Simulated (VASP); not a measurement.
# CuO (P-6m2) in VASP: a series of runs

The runs below take CuO through single point, with PBE+U.

Everything below comes from runs of VASP 6.6.1. Logs are shortened: lines on timing, memory, paths and dates and some standing lists are left out, and cuts for length are marked.

## 1. The cell of the first run

The structure is hexagonal, space group P-6m2 (No. 187). The conventional cell has a = 2.836 Å, b = 2.836 Å, c = 2.768 Å, α = 90.00°, β = 90.00°, γ = 120.00°. Within 2.8 Å of Cu (site symmetry -6m2) lie 6 O at 2.14 Å and 2 Cu at 2.77 Å. Within 2.8 Å of O (site symmetry -6m2) lie 6 Cu at 2.14 Å and 2 O at 2.77 Å.

## 2. Single point, PBE+U, collinear spin, ferromagnetic start

Contents of INCAR:

```
SYSTEM = CuO
ALGO = Normal
EDIFF = 1E-6
ENCUT = 600
GGA = PE
GGA_COMPAT = .FALSE.
ISIF = 2
ISMEAR = 0
ISPIN = 2
LASPH = .TRUE.
LCHARG = .FALSE.
LDAU = .TRUE.
LDAUJ = 0 0
LDAUL = 2 -1
LDAUPRINT = 1
LDAUTYPE = 2
LDAUU = 6 0
LMAXMIX = 4
LORBIT = 11
LREAL = .FALSE.
LWAVE = .FALSE.
MAGMOM = 1 0
NBANDS = 20
NELM = 200
PREC = Accurate
SIGMA = 0.05
```

Contents of KPOINTS:

```
k-points
0
G
  8 8 7
  0 0 0
```

Contents of POSCAR:

```
CuO
1.0
    2.8363251100      0.0000000000      0.0000000000
   -1.4181625500      2.4563296000      0.0000000000
    0.0000000000      0.0000000000      2.7681127800
Cu O
1 1
Direct
    0.0000000000      0.0000000000      0.0000000000
    0.6666666667      0.3333333333      0.5000000000
```

Potentials or basis: VASP PAW PBE potentials, release 64 (Cu, O).

The run is started by

```sh
> cat potpaw_PBE.64/Cu/POTCAR potpaw_PBE.64/O/POTCAR > POTCAR
> mpirun -np 1 vasp_std > vasp.out
```

OUTCAR:

```text
SYSTEM = CuO
   EDIFF = 1E-6
   ENCUT = 600
   GGA = PE
   ISIF = 2
   ISMEAR = 0
   ISPIN = 2
   LASPH = .TRUE.
   LORBIT = 11
   LREAL = .FALSE.
   NELM = 200
   PREC = Accurate

 ion  position               nearest neighbor table
   1  0.000  0.000  0.000-   2 2.14   2 2.14   2 2.14   2 2.14   2 2.14   2 2.14
   2  0.667  0.333  0.500-   1 2.14   1 2.14   1 2.14   1 2.14   1 2.14   1 2.14

  LATTYP: Found a hexagonal cell.
 ALAT       =     2.8363251100
 C/A-ratio  =     0.9759504544

  Lattice vectors:

 A1 = (   2.8363251100,   0.0000000000,   0.0000000000)
 A2 = (  -1.4181625500,   2.4563296000,   0.0000000000)
 A3 = (   0.0000000000,   0.0000000000,   2.7681127800)

Analysis of symmetry for initial positions (statically):
=====================================================================
 Subroutine PRICEL returns:
 Original cell was already a primitive cell.

 Routine SETGRP: Setting up the symmetry group for a
 hexagonal supercell.

 Subroutine GETGRP returns: Found 12 space group operations
 (whereof 12 operations were pure point group operations)
 out of a pool of 24 trial point group operations.

The static configuration has the point symmetry D_3h.

Analysis of symmetry for dynamics (positions and initial velocities):
=====================================================================
 Subroutine PRICEL returns:
 Original cell was already a primitive cell.

 Routine SETGRP: Setting up the symmetry group for a
 hexagonal supercell.

 Subroutine GETGRP returns: Found 12 space group operations
 (whereof 12 operations were pure point group operations)
 out of a pool of 24 trial point group operations.

The dynamic configuration has the point symmetry D_3h.

Analysis of structural, dynamic, and magnetic symmetry:
=====================================================================
 Subroutine PRICEL returns:
 Original cell was already a primitive cell.

 Routine SETGRP: Setting up the symmetry group for a
 hexagonal supercell.

 Subroutine GETGRP returns: Found 12 space group operations
 (whereof 12 operations were pure point group operations)
 out of a pool of 24 trial point group operations.

The overall configuration has the point symmetry D_3h.

 Subroutine INISYM returns: Found 12 space group operations
 (whereof 12 operations are pure point group operations),
 and found     1 'primitive' translations

----------------------------------------------------------------------------------------

                                     Primitive cell

  volume of cell :      19.2853

  direct lattice vectors                    reciprocal lattice vectors
     2.836325110  0.000000000  0.000000000     0.352568892  0.203555744  0.000000000
    -1.418162550  2.456329600  0.000000000     0.000000000  0.407111489  0.000000000
     0.000000000  0.000000000  2.768112780     0.000000000  0.000000000  0.361256957

  length of vectors
     2.836325110  2.836325109  2.768112780     0.407111488  0.407111489  0.361256957

  position of ions in fractional coordinates (direct lattice)
     0.000000000  0.000000000  0.000000000
     0.666666667  0.333333333  0.500000000

  ion indices of the primitive-cell ions
   primitive index   ion index
                 1           1
                 2           2

----------------------------------------------------------------------------------------

 KPOINTS: k-points

Automatic generation of k-mesh.
 Grid dimensions read from file:
[... 59 lines left out ...]
   ISPIN  =      2    spin polarized calculation?
   LNONCOLLINEAR =      F non collinear calculations
   LSORBIT =      F    spin-orbit coupling
   LASPH  =      T    aspherical Exc in radial PAW
   ENCUT  =  600.0 eV  44.10 Ry    6.64 a.u.   5.66  5.66  5.53*2*pi/ulx,y,z
   NELM   =    200;   NELMIN=  2; NELMDL= -5     # of ELM steps
   EDIFF  = 0.1E-05   stopping-criterion for ELM
   LREAL  =      F    real-space projection
   EDIFFG = 0.1E-04   stopping-criterion for IOM
   NSW    =      0    number of steps for IOM
   IBRION =     -1    ionic relax: 0-MD 1-quasi-New 2-CG
   NFREE  =      0    steps in history (QN), initial steepest desc. (CG)
   ISIF   =      2    stress and relaxation
   ISYM   =      2    0-nonsym 1-usesym 2-fastsym
   POTIM  = 0.5000    time-step for ionic-motion
   TEBEG  =    0.0;   TEEND  =   0.0 temperature during run
   PSTRESS=    0.0 pullay stress
   NELECT =      17.0000    total number of electrons
   NUPDOWN=      -1.0000    fix difference up-down
   EMIN   =  10.00;   EMAX   =-10.00  energy-range for DOS
   EFERMI =   0.00;   METHOD = LEGACY
   ISMEAR =     0;   SIGMA  =   0.05  broadening in eV -4-tet -1-fermi 0-gaus
   EFERMI_NEDOS =   21; number of points for ismear=-14 and -15
   IALGO  =     38    algorithm
   IMIX   =      4    mixing-type and parameters
     AMIX     =   0.40;   BMIX     =  1.00
     AMIX_MAG =   1.60;   BMIX_MAG =  1.00
  volume/ion in A,a.u.               =       9.64        65.07
  Fermi-wavevector in a.u.,A,eV,Ry     =   1.569696  2.966296 33.524031  2.463947
  Thomas-Fermi vector in A             =   2.671540
   LORBIT       =     11    0 simple, 1 ext, 2 COOP (PROOUT), +10 PAW based schemes
 LDA+U is selected, type is set to LDAUTYPE =  2
   angular momentum for each species LDAUL =     2   -1
   U (eV)           for each species LDAUU =   6.0  0.0
   J (eV)           for each species LDAUJ =   0.0  0.0
   GGA     = PE    functional components
   LHFCALC =     F    Hartree Fock is set to
   AEXX    =    0.0000 exact exchange contribution
   IVDW    =     0    specifies the selected vdW correction
   LEPSILON=     F    determine dielectric tensor
   LRPA    =     F    only Hartree local field effects (RPA)
 spin polarized calculation
 Gauss-broadening in eV      SIGMA  =   0.05
  energy-cutoff  :      600.00
  volume of cell :       19.29
 maximum number of plane-waves:       656
 NGX is ok and might be reduce to    24
   NGX = 11   NGY = 11   NGZ = 11

atom =   1  type =  1  l = 2

 onsite density matrix

spin component  1

  0.9724 -0.0000 -0.0000  0.0000  0.0000
 -0.0000  0.9943  0.0000  0.0000 -0.0000
 -0.0000  0.0000  0.9704  0.0000  0.0000
  0.0000  0.0000  0.0000  0.9943  0.0000
  0.0000 -0.0000  0.0000  0.0000  0.9724

spin component  2

  0.9503  0.0000 -0.0000 -0.0000  0.0000
  0.0000  0.7800 -0.0000  0.0000  0.0000
 -0.0000 -0.0000  0.9694  0.0000  0.0000
 -0.0000  0.0000  0.0000  0.7800 -0.0000
  0.0000  0.0000  0.0000 -0.0000  0.9503

 occupancies and eigenvectors

  o =  0.7800  v =  0.0000  0.0000  0.0000  0.0000  0.0000 -0.0000  0.6081 -0.0000 -0.7938  0.0000      0.0000  0.0000  0.0000  0.0000  0.0000  0.0000  0.0000  0.0000  0.0000  0.0000
  o =  0.7800  v =  0.0000  0.0000  0.0000  0.0000  0.0000 -0.0000 -0.7938 -0.0000 -0.6081 -0.0000      0.0000  0.0000  0.0000  0.0000  0.0000  0.0000  0.0000  0.0000  0.0000  0.0000
  o =  0.9503  v =  0.0000  0.0000  0.0000  0.0000  0.0000 -0.6262 -0.0000 -0.0000  0.0000  0.7796      0.0000  0.0000  0.0000  0.0000  0.0000  0.0000  0.0000  0.0000  0.0000  0.0000
  o =  0.9503  v =  0.0000  0.0000  0.0000  0.0000  0.0000 -0.7796  0.0000 -0.0000 -0.0000 -0.6262      0.0000  0.0000  0.0000  0.0000  0.0000  0.0000  0.0000  0.0000  0.0000  0.0000
  o =  0.9694  v =  0.0000  0.0000  0.0000  0.0000  0.0000 -0.0000 -0.0000  1.0000  0.0000  0.0000      0.0000  0.0000  0.0000  0.0000  0.0000  0.0000  0.0000  0.0000  0.0000  0.0000
  o =  0.9704  v =  0.0000 -0.0000  1.0000 -0.0000 -0.0000  0.0000  0.0000  0.0000  0.0000  0.0000      0.0000  0.0000  0.0000  0.0000  0.0000  0.0000  0.0000  0.0000  0.0000  0.0000
  o =  0.9724  v =  0.3067 -0.0000 -0.0000 -0.0000  0.9518  0.0000  0.0000  0.0000  0.0000  0.0000      0.0000  0.0000  0.0000  0.0000  0.0000  0.0000  0.0000  0.0000  0.0000  0.0000
  o =  0.9724  v =  0.9518  0.0000 -0.0000  0.0000 -0.3067  0.0000  0.0000  0.0000  0.0000  0.0000      0.0000  0.0000  0.0000  0.0000  0.0000  0.0000  0.0000  0.0000  0.0000  0.0000
  o =  0.9943  v =  0.0000 -0.6081 -0.0000  0.7938 -0.0000  0.0000  0.0000  0.0000  0.0000  0.0000      0.0000  0.0000  0.0000  0.0000  0.0000  0.0000  0.0000  0.0000  0.0000  0.0000
  o =  0.9943  v =  0.0000 -0.7938 -0.0000 -0.6081 -0.0000  0.0000  0.0000  0.0000  0.0000  0.0000      0.0000  0.0000  0.0000  0.0000  0.0000  0.0000  0.0000  0.0000  0.0000  0.0000

 number of electron      17.0000005 magnetization       1.0002720

 Free energy of the ion-electron system (eV)
  ---------------------------------------------------
  ext. energy  EPLUGINS =         0.00000000
  ---------------------------------------------------
  free energy    TOTEN  =        -7.23903806 eV

  energy without entropy =       -7.23823221  energy(sigma->0) =       -7.23863514

 E-fermi :   5.0811     XC(G=0): -12.2719

 val. band max:        5.0471196264   @ k =   0.1250  -0.0000   0.2857
 cond. band min:       5.0869756082   @ k =   0.1250  -0.0000   0.0000
 fundamental gap:      0.0398559818
 Fermi energy:         5.0810982720

 spin component 1

 k-point     1 :       0.0000    0.0000    0.0000
  band No.  band energies     occupation
      1     -14.0405      1.00000
      2       0.5676      1.00000
      3       0.5676      1.00000
      4       0.6614      1.00000
      5       1.5692      1.00000
      6       1.5692      1.00000
[... 1097 lines left out ...]
     19      39.1833      0.00000
     20      41.2353      0.00000

 [... further k-points ...]
[... 5 lines left out ...]
  --------------------------------------------------------------------------------------
  -------------------------------------------------------------------------------------
  Total        0.1484236      0.1484236     -1.1217373      0.0000000      0.0000000      0.0000000
  in kB       12.3306792     12.3306792    -93.1912908      0.0000000      0.0000000      0.0000000
  external PRESSURE =     -22.8433108 kB  Pullay stress =       0.0000000 kB

 VOLUME and BASIS-vectors are now :
 -----------------------------------------------------------------------------
  energy-cutoff  :      600.00
  volume of cell :       19.29
      direct lattice vectors                 reciprocal lattice vectors
     2.836325110  0.000000000  0.000000000     0.352568892  0.203555744  0.000000000
    -1.418162550  2.456329600  0.000000000     0.000000000  0.407111489  0.000000000
     0.000000000  0.000000000  2.768112780     0.000000000  0.000000000  0.361256957

 POSITION                                       TOTAL-FORCE (eV/Angst)
 -----------------------------------------------------------------------------------
      0.00000      0.00000      0.00000         0.000000     -0.000000      0.000000
      1.41816      0.81878      1.38406        -0.000000      0.000000      0.000000
 -----------------------------------------------------------------------------------
    total drift:                               -0.000000      0.000000      0.000000

  FREE ENERGIE OF THE ION-ELECTRON SYSTEM (eV)
  ---------------------------------------------------
  free  energy   TOTEN  =        -7.2390380621 eV

  energy  without entropy=       -7.2382322113  energy(sigma->0) =       -7.23863514

 total charge

# of ion       s       p       d       tot
------------------------------------------
    1        0.286   0.302   9.312   9.901
    2        1.580   3.304   0.000   4.884
--------------------------------------------------
tot          1.866   3.606   9.312  14.784

 magnetization (x)

# of ion       s       p       d       tot
------------------------------------------
    1       -0.013  -0.005   0.474   0.456
    2        0.006   0.492   0.000   0.498
--------------------------------------------------
tot         -0.007   0.487   0.474   0.954
```

Wall time 18 s (1 thread of Intel Xeon Platinum 8375C at 2.90GHz (Ice Lake), shared host); peak memory 0.16 GiB.

What came out:

```yaml
Free_energy: -7.2390 eV
Pressure: -2.3 GPa
Band_gap_on_the_k_mesh: zero (filled and empty bands overlap)
Net_moment: 1.00 μB per cell
Site_moments: Cu +0.46; O +0.50 μB
Valence_electrons_inside_the_program's_atomic_spheres: Cu 9.90; O 4.88
```

Eigenvalues of the final occupation matrices:
| site | spin | trace | eigenvalues |
| --- | --- | --- | --- |
| site 1 d | 1 | 4.90 | 0.97 0.97 0.97 0.99 0.99 |
| site 1 d | 2 | 4.43 | 0.78 0.78 0.95 0.95 0.97 |

Caveat: a cell with one magnetic atom can't hold antiferromagnetic order, which such compounds often take. The state reached can hang on the start; a lower one may exist.

(Continued in part 2 of 2.)
